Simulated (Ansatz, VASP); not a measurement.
Ni: VASP beside Ansatz

The input POSCAR:

```
Ni
1.0
    0.0000000000      2.2962173274      2.2962173274
    2.2962173274      0.0000000000      2.2962173274
    2.2962173274      2.2962173274      0.0000000000
Ni
2
Direct
    0.5000000000      0.5000000000      0.5000000000
    0.7500000000      0.7500000000      0.7500000000
```

The input INCAR.step1:

```
ALGO = Normal ; EDIFF = 1E-4
ENCUT = 600 ; GGA = PE
ISMEAR = 0 ; ISPIN = 2
LASPH = T ; LCHARG = F
LMAXMIX = 4 ; LREAL = F
LWAVE = T ; MAGMOM = 0.95 0.95
NELM = 150 ; PREC = Accurate
SIGMA = 0.1
```

File INCAR.step2:

```
ALGO = Normal ; EDIFF = 1E-7
EDIFFG = -0.04 ; ENCUT = 600
IBRION = 2 ; ISIF = 3
ISMEAR = 0 ; ISPIN = 2
ISTART = 1 ; LASPH = T
LCHARG = F ; LMAXMIX = 4
LMIXTAU = T ; LORBIT = 11
LREAL = F ; LWAVE = F
MAGMOM = 0.95 0.95 ; METAGGA = R2SCAN
NELM = 150 ; NSW = 90
PREC = Accurate ; SIGMA = 0.1
```

File KPOINTS:

```
k-points
0
Gamma
  6 6 6
```

Input for Ansatz:

```yaml
crystal:
  lattice:
    - [0.0, 2.2962173274, 2.2962173274]
    - [2.2962173274, 0.0, 2.2962173274]
    - [2.2962173274, 2.2962173274, 0.0]
  atoms:
    - { symbol: Ni, position: [0.5, 0.5, 0.5], spin: 0.95 }
    - { symbol: Ni, position: [0.75, 0.75, 0.75], spin: 0.95 }
basis:
  ecutwfc: 500
kpoints:
  mp_grid: { grid: [6, 6, 6] }
hamiltonian:
  xc: r2scan
scf:
  occupations: { method: gaussian, width: 0.1 }
  lower_state_search: "off"
output:
  forces: true
  stress: true
  eigenvalues: true
  populations: true
magnetization:
  spin_polarized: true
relax:
  adjacent_minimum: "off"
  f_tol: 0.04
  max_steps: 70
  cell: { stress_tol: 0.4 }
```

Alike in both runs: task relaxation of cell and atoms; functional r2SCAN; k mesh 6 × 6 × 6; occupations gaussian, width 0.1 eV; collinear spin.

|  | VASP | Ansatz |
| --- | --- | --- |
| version | VASP 6.6.1 | Ansatz 0.2.0 |
| potentials or method | VASP PAW PBE potentials, release 64 (Ni), cutoff 600 eV | scalar-relativistic, plane waves, PAW |
| valence electrons in the cell | 20 | 36 |

VASP gave:

- gap on the k mesh at the Fermi level, each at its own relaxed structure (eV): none
- net moment per atom (μB): 0.82
- size of the moment on the site where the two differ most (μB): 0.83
- relaxed volume (Å³/atom): 15.87
- relaxed length of the cell vector where the two differ most in proportion (Å): 3.554

Problem. Which values does Ansatz return?

Solution. gap on the k mesh at the Fermi level, each at its own relaxed structure (eV): none; net moment per atom (μB): 0.83; size of the moment on the site where the two differ most (μB): 0.90; relaxed volume (Å³/atom): 15.88; relaxed length of the cell vector where the two differ most in proportion (Å): 3.555.

VASP's potentials were made for PBE, not for r2SCAN. Site moments also hang on the region over which each program counts them. A gap of «none» marks a metal or a gap that the smearing closes. VASP's potentials hold 20 valence electrons a cell and Ansatz's 36, so a difference there can come from the potentials and not from the codes.

The k mesh is coarse, so the values compare programs but aren't converged. Noted on VASP's run: the volume moved by over 15 % at a fixed basis, so the end points are rough.
